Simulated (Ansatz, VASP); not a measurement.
# Si in VASP and in Ansatz

```
Si
1.0
    -3.20223    3.20223    1.93699
     3.20223   -3.20223    1.93699
     3.20223    3.20223   -1.93699
Si
4
Direct
  0.17884 0.17884 0.35769
  0.82116 0.82116 0.64231
  0.17884 0.82116 0.00000
  0.82116 0.17884 0.00000
```

Change from the starting cell: strain -0.030 along x and y, +0.015 along z, atoms carried along.

Alike in both runs: task single point; functional LDA; k mesh 10 × 10 × 10; occupations gaussian, width 0.03 eV; no spin polarisation.

|  | VASP | Ansatz |
| --- | --- | --- |
| version | VASP 6.6.1 | Ansatz 0.2.0 |
| potentials or method | VASP PAW LDA potentials, release 64 (Si), cutoff 520 eV | scalar-relativistic, plane waves, PAW |
| valence electrons in the cell | 16 | 16 |

VASP gave:

```
gap on the k mesh at the Fermi level (eV)                     : none
pressure (GPa)                                                : 4.6
traceless stress, the component that is largest in VASP (GPa) : -5.82
rms of the force components (eV/Å)                            : 0.425
```

Question: Which values does Ansatz return?

Answer: gap on the k mesh at the Fermi level (eV): none; pressure (GPa): 4.5; traceless stress, the component that is largest in VASP (GPa): -5.78; rms of the force components (eV/Å): 0.422.

LDA's correlation is that of Perdew and Zunger in VASP and of Perdew and Wang (1992) in Ansatz. Atom by atom the forces differ by 0.003 eV/Å (rms over components). A gap of «none» marks a metal or a gap that the smearing closes.
